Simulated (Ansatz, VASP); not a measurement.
# One calculation of TaAs, two programs

File POSCAR:

```
TaAs
1.0
    0.0000000000      2.6537494452      2.6537494452
    2.6537494452      0.0000000000      2.6537494452
    2.6537494452      2.6537494452      0.0000000000
Ta As
1 1
Direct
    0.5000000000      0.5000000000      0.5000000000
    0.0000000000      0.0000000000      0.0000000000
```

The input INCAR.step1:

```
ALGO = Normal
EDIFF = 1E-4
ENCUT = 520
GGA = PE
ISMEAR = 0
LASPH = T
LCHARG = F
LREAL = F
LWAVE = T
NBANDS = 15
NELM = 100
PREC = Accurate
SIGMA = 0.05
```

Contents of INCAR.step2:

```
ALGO = Normal
EDIFF = 1E-6
ENCUT = 520
ISIF = 2
ISMEAR = 0
ISTART = 1
LASPH = T
LCHARG = F
LMIXTAU = T
LREAL = F
LWAVE = F
METAGGA = R2SCAN
NBANDS = 15
NELM = 100
PREC = Accurate
SIGMA = 0.05
```

File KPOINTS:

```
k-points
0
Gamma
  12 12 12
```

Input for Ansatz:

```yaml
crystal:
  lattice:
    - [0.0, 2.6537494452, 2.6537494452]
    - [2.6537494452, 0.0, 2.6537494452]
    - [2.6537494452, 2.6537494452, 0.0]
  atoms:
    - { symbol: Ta, position: [0.5, 0.5, 0.5] }
    - { symbol: As, position: [0.0, 0.0, 0.0] }
basis:
  ecutwfc: 500
  ecutrho_ratio: 4
kpoints:
  mp_grid: { grid: [12, 12, 12] }
hamiltonian:
  xc: r2scan
scf:
  occupations: { method: gaussian, width: 0.05 }
output:
  forces: true
  stress: true
  eigenvalues: true
  write_density: true
  write_potential: true
  elf: true
  volumetric_format: npy
```

Alike in both runs: task single point; functional r2SCAN; k mesh 12 × 12 × 12; occupations gaussian, width 0.05 eV; no spin polarisation.

```csv
,VASP,Ansatz
version,VASP 6.6.1,Ansatz 0.2.0
potentials or method,"VASP PAW PBE potentials, release 64 (Ta_pv, As), cutoff 520 eV","scalar-relativistic, plane waves, PAW"
valence electrons in the cell,16,28
```

VASP gave:

* gap on the k mesh at the Fermi level (eV): none
* pressure (GPa): -5.6

Q: Estimate Ansatz's values.

A: gap on the k mesh at the Fermi level (eV): none; pressure (GPa): -6.0.

VASP's potentials were made for PBE, not for r2SCAN. A gap of «none» marks a metal or a gap that the smearing closes. VASP's potentials hold 16 valence electrons a cell and Ansatz's 28, so a difference there can come from the potentials and not from the codes.

Spin-orbit coupling is off throughout.
